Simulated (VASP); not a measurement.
A run of VASP 6.6.1 is set up as follows.

File INCAR:

```
SYSTEM = LiTi12
ALGO = Normal
EDIFF = 1E-6
ENCUT = 520
GGA = PS
ISIF = 2
ISMEAR = 0
LASPH = .True.
LCHARG = .False.
LREAL = .False.
LWAVE = .False.
NBANDS = 86
NELM = 80
PREC = Accurate
SIGMA = 0.05
```

The input KPOINTS:

```
k-points
0
Gamma
  3 2 4
  0 0 0
```

Contents of POSCAR:

```
LiTi12
1.0
    5.9000000000      0.0000000000      0.0000000000
   -4.4250000000      7.6643250000      0.0000000000
    0.0000000000      0.0000000000      4.6846000000
Ti Li
12 1
Direct
   -0.0112929043     -0.0028138160     -0.0164287239
    0.1545574829      0.2116872653      0.5033646416
    0.0129913644      0.3410901808     -0.0109134184
    0.1786749535      0.5658721414      0.4677660846
    0.0046388837      0.6607078901     -0.0365670495
    0.2342658054      0.9280886445      0.5261217607
    0.5075218204      0.0072275119      0.0192189301
    0.6882966624      0.2361352109      0.5111529266
    0.4823082969      0.3146637179      0.0197658285
    0.6160557756      0.4973860059      0.5370213038
    0.4950536159      0.6659815444     -0.0371081843
    0.6416742417      0.9209007969      0.5236060710
    0.8239575767      0.7653129271      0.4229362165
```

Potentials or basis: VASP PAW PBE potentials, release 64 (Ti_sv, Li_sv).

The run is started by

```console
$ cat potpaw_PBE.64/Ti_sv/POTCAR potpaw_PBE.64/Li_sv/POTCAR > POTCAR
$ mpirun -np 1 vasp_std > vasp.out
```

(1) Estimate the largest force.

(2) Estimate the band gap on the k mesh.

Answers

(1) 0.330 eV/Å.

(2) zero (an odd number of electrons rules out a gap without spin polarisation).

Caveat: the k points lie up to 0.41 Å⁻¹ apart, too coarse for converged energies and pressures of a metal; the PAW data sets were made with another functional, which shifts forces and pressure a little.
